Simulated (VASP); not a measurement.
# BiPbCl5 (P1) in VASP: notebook, part 2 of 2

VASP 6.6.1. Earlier steps stand in the parts before.

## 4. Single point, PBE

Input file INCAR:

```
PREC     = Accurate       # precision mode
ENCUT    = 520            # plane-wave cutoff, eV
EDIFF    = 1E-7           # SCF threshold, eV
ISMEAR   = 0              # smearing method
SIGMA    = 0.1            # smearing width, eV
LREAL    = F              # projectors in reciprocal space
LASPH    = T              # aspherical terms in the spheres
NELM     = 100            # most SCF steps
ALGO     = Normal         # electronic algorithm
ISIF     = 2              # what is computed and relaxed
LWAVE    = F              # write WAVECAR
LCHARG   = F              # write CHGCAR
GGA      = PE             # functional
NBANDS   = 41             # bands
```

Input file KPOINTS:

```
regular mesh
0
Gamma
  4 4 2
```

Input file POSCAR:

```
BiPbCl5
1.0
    4.3528099000      0.0000000000      0.0000000000
   -0.0495144000      6.0571913000      0.0000000000
   -0.0050477000     -0.4210154000      9.1169327000
Bi Pb Cl
1 1 5
Direct
    0.0007820000      0.7779930000      0.4880980000
    0.4984720000      0.8199410000      0.9296110000
    0.9977170000      0.3898650000      0.3830500000
    0.9975340000      0.5725150000      0.7465710000
    0.5004700000      0.8411780000      0.2972610000
    0.5018310000      0.0073850000      0.6574370000
    0.0031960000      0.0911230000      0.9979730000
```

Potentials or basis: VASP PAW PBE potentials, release 64 (Bi_d, Pb_d, Cl).

Started as:

```
cat potpaw_PBE.64/Bi_d/POTCAR potpaw_PBE.64/Pb_d/POTCAR potpaw_PBE.64/Cl/POTCAR > POTCAR
mpirun -np 1 vasp_std > vasp.out
```

OUTCAR:

```text
PREC = Accurate
   ENCUT = 520
   EDIFF = 1E-7
   ISMEAR = 0
   LREAL = F
   LASPH = T
   NELM = 100
   ISIF = 2
   GGA = PE

 ion  position               nearest neighbor table
   1  0.001  0.778  0.488-   3 2.50   4 2.72   5 2.82   5 2.83   6 2.97   6 2.98
   2  0.498  0.820  0.930-   7 2.77   6 2.78   7 2.79   4 3.08   4 3.10   5 3.35
   3  0.998  0.390  0.383-   1 2.50
   4  0.998  0.573  0.747-   1 2.72   2 3.08   2 3.10
   5  0.500  0.841  0.297-   1 2.82   1 2.83   2 3.35
   6  0.502  0.007  0.657-   2 2.78   1 2.97   1 2.98
   7  0.003  0.091  0.998-   2 2.77   2 2.79

[... 1086 lines left out ...]
  Total       -0.0933339     -0.0793994     -0.1108959      0.0128309      0.0058280     -0.0002803
  in kB       -0.6221000     -0.5292221     -0.7391562      0.0855220      0.0388455     -0.0018680
  external PRESSURE =      -0.6301594 kB  Pullay stress =       0.0000000 kB

 VOLUME and BASIS-vectors are now :
 -----------------------------------------------------------------------------
  energy-cutoff  :      520.00
  volume of cell :      240.38
      direct lattice vectors                 reciprocal lattice vectors
     4.352809900  0.000000000  0.000000000     0.229736658  0.001877978  0.000213921
    -0.049514400  6.057191300  0.000000000     0.000000000  0.165093019  0.007623913
    -0.005047700 -0.421015400  9.116932700     0.000000000  0.000000000  0.109686013

 POSITION                                       TOTAL-FORCE (eV/Angst)
 -----------------------------------------------------------------------------------
     -0.03758      4.50696      4.44996        -0.003701     -0.006696     -0.000923
      2.12446      4.57516      8.47520         0.006511     -0.001933      0.003188
      4.32163      2.20022      3.49224         0.000350      0.004688      0.003091
      4.30996      3.15351      6.80644        -0.000719     -0.000487     -0.004754
      2.13530      4.97002      2.71011         0.001666     -0.001271     -0.000984
      2.18069     -0.23206      5.99381         0.000813      0.003775      0.001143
      0.00436      0.13179      9.09845        -0.004920      0.001924     -0.000761
 -----------------------------------------------------------------------------------
    total drift:                                0.000185      0.000575      0.000837

  FREE ENERGIE OF THE ION-ELECTRON SYSTEM (eV)
  ---------------------------------------------------
  free  energy   TOTEN  =       -23.5681794307 eV

  energy  without entropy=      -23.5681794307  energy(sigma->0) =      -23.56817943
```

OSZICAR:

```text
N       E                     dE             d eps       ncg     rms          rms(c)
DAV:   1     0.658416930243E+03    0.65842E+03   -0.28350E+04  1640   0.146E+03
DAV:   2     0.684854629407E+02   -0.58993E+03   -0.56168E+03  1846   0.371E+02
DAV:   3    -0.215628479978E+02   -0.90048E+02   -0.88053E+02  2167   0.161E+02
DAV:   4    -0.255367087957E+02   -0.39739E+01   -0.39561E+01  1872   0.409E+01
DAV:   5    -0.257399619173E+02   -0.20325E+00   -0.20320E+00  2560   0.893E+00    0.775E+00
DAV:   6    -0.236723041215E+02    0.20677E+01   -0.27816E+00  2614   0.197E+01    0.548E+00
DAV:   7    -0.235697930097E+02    0.10251E+00   -0.12400E+00  2312   0.535E+00    0.283E+00
DAV:   8    -0.235747865234E+02   -0.49935E-02   -0.18283E-01  2111   0.309E+00    0.590E-01
DAV:   9    -0.235664575299E+02    0.83290E-02   -0.31118E-02  2536   0.140E+00    0.242E-01
DAV:  10    -0.235674052953E+02   -0.94777E-03   -0.49425E-03  1910   0.339E-01    0.153E-01
DAV:  11    -0.235681758993E+02   -0.77060E-03   -0.13122E-03  1878   0.209E-01    0.513E-02
DAV:  12    -0.235681634211E+02    0.12478E-04   -0.15054E-04  2358   0.727E-02    0.313E-02
DAV:  13    -0.235681705972E+02   -0.71761E-05   -0.27214E-05  1919   0.230E-02    0.127E-02
DAV:  14    -0.235681790099E+02   -0.84127E-05   -0.11093E-05  1886   0.205E-02    0.574E-03
DAV:  15    -0.235681795108E+02   -0.50093E-06   -0.32447E-06  2127   0.106E-02    0.424E-03
DAV:  16    -0.235681793716E+02    0.13923E-06   -0.10825E-06  1759   0.483E-03    0.204E-03
DAV:  17    -0.235681794307E+02   -0.59130E-07   -0.13729E-07  1358   0.214E-03
   1 F= -.23568179E+02 E0= -.23568179E+02  d E =-.218133E-12
```

Run time: 5.7 min. Hardware: 1 thread of Oxide Virtual Turin-like, shared host; peak memory 0.39 GiB.

Results:

| Quantity | Value |
| --- | --- |
| Free energy | -23.5682 eV |
| Pressure | -0.1 GPa |
| Largest force | 0.008 eV/Å |
| Band gap on the k mesh | 3.24 eV (least direct gap 3.30 eV) |

Forces in eV/Å, atoms in the order of the input:
```
Bi  -0.004 -0.007 -0.001
Pb   0.007 -0.002  0.003
Cl   0.000  0.005  0.003
Cl  -0.001  0.000 -0.005
Cl   0.002 -0.001 -0.001
Cl   0.001  0.004  0.001
Cl  -0.005  0.002 -0.001
```

Caveat: spin-orbit coupling is left out, which moves the levels of the heavy elements.

## 5. Overview

```tsv
cell	k mesh	gap on the mesh (eV)	pressure (GPa)	largest force (eV/Å)
a = 4.353, b = 6.057, c = 9.127 Å, angles 92.6, 90.0, 90.5°, 7 atoms, atomic positions A	4 × 2 × 2	3.24	-0.1	0.02
a = 4.355, b = 6.136, c = 9.073 Å, angles 92.1, 90.0, 90.1°, 7 atoms, atomic positions B	4 × 2 × 2	3.23	-0.1	0.01
a = 4.353, b = 6.057, c = 9.127 Å, angles 92.6, 90.0, 90.5°, 7 atoms, atomic positions A	4 × 4 × 2	3.24	-0.1	0.01
```

Alike in all rows: task single point; level PBE; potentials or basis VASP PAW PBE potentials, release 64 (Bi_d, Pb_d, Cl); no spin polarisation; cutoff (eV) 520; smearing gaussian 0.1 eV.

Caveats: some runs use coarse meshes; spin-orbit coupling is left out, which moves the levels of the heavy elements.

Absolute energies hang on the potentials; compare differences alone.
